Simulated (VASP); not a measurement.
The system is AlC5.

```xyz
6
Lattice="3.8284 0.0000 0.0000 -1.9142 3.3155 0.0000 0.0000 0.0000 3.7574" Properties=species:S:1:pos:R:3 pbc="T T T"
Al    0.0000    0.0000    1.8787
C    -1.1777    2.0399    0.0000
C     2.3554    0.0000    0.0000
C     0.7365    1.2756    0.0000
C     1.9142    1.1052    1.8787
C     0.0000    2.2103    1.8787
```

The cell was built from a structure type or drawn by symmetry, and may not be a known phase.

- Program: VASP 6.6.1
- Task: relaxation of cell and atoms
- Functional: PBE
- Potentials or basis: VASP PAW PBE potentials, release 64 (Al, C)
- Cutoff: 600 eV
- k mesh: 12 × 12 × 10
- Occupations: gaussian, width 0.1 eV
- Spin: no spin polarisation

At the start: pressure 0.8 GPa; volume 7.95 Å³/atom.

Where does the relaxation end?

Over 30 steps the energy falls by 495.2 meV/atom and the volume is 9.52 Å³/atom (+19.7 %); space group P-62m (No. 189, to 0.1 Å) before, P6/mmm (No. 191, to 0.1 Å).

The path:
```tsv
step	energy change (eV)	largest force (eV/Å)	pressure (GPa)	volume (Å³)
1	0.0000	0.0811	0.83	47.69
2	-0.0241	0.1615	0.28	47.97
3	-0.0928	0.3549	-1.12	48.77
4	-0.2286	1.0362	-2.54	50.18
5	-0.6259	2.4660	1.48	52.31
6	-1.2420	3.6749	20.43	54.04
7	-0.9481	3.1106	5.35	53.30
8	-1.3739	3.5137	12.33	53.87
9	-1.3822	3.5992	14.62	53.95
10	-1.3840	3.6015	14.64	53.98
11	-1.3890	3.6069	14.67	54.07
12	-1.3967	3.6152	14.74	54.25
13	-1.4021	3.6226	14.94	54.59
14	-1.4125	3.6150	14.81	54.62
15	-1.4435	3.5922	14.45	54.72
16	-1.5045	3.5447	13.69	54.92
17	-1.6223	3.4442	12.25	55.31
18	-1.8403	3.2182	9.48	56.11
19	-2.2017	2.6884	4.32	57.74
20	-2.6114	1.4925	-4.19	61.07
21	-2.6604	0.9437	-7.27	62.62
22	-2.7255	0.8140	-6.37	61.94
23	-2.8731	0.4088	-3.36	59.94
24	-2.9305	0.4547	4.34	56.04
25	-2.9490	0.1472	1.41	57.37
26	-2.9638	0.1331	0.12	57.49
27	-2.9684	0.1189	-1.07	57.61
28	-2.9684	0.1199	-0.99	57.60
29	-2.9704	0.0720	-0.55	57.39
30	-2.9713	0.0083	0.05	57.10
```

Final structure:
```cif
data_structure
_symmetry_space_group_name_H-M 'P 1'
_symmetry_Int_Tables_number 1
_cell_length_a 3.3825
_cell_length_b 3.3825
_cell_length_c 5.7625
_cell_angle_alpha 90.000
_cell_angle_beta 90.000
_cell_angle_gamma 120.000
_cell_volume 57.10
loop_
_atom_site_label
_atom_site_type_symbol
_atom_site_fract_x
_atom_site_fract_y
_atom_site_fract_z
_atom_site_occupancy
Al1 Al 0.00000 0.00000 0.50000 1
C1 C 0.00000 0.49986 0.00000 1
C2 C 0.49986 0.00000 0.00000 1
C3 C 0.50014 0.50014 0.00000 1
C4 C 0.66667 0.33333 0.50000 1
C5 C 0.33333 0.66667 0.50000 1
```

Caveat: the volume moved by over 15 % at a fixed basis, so the end points are rough.
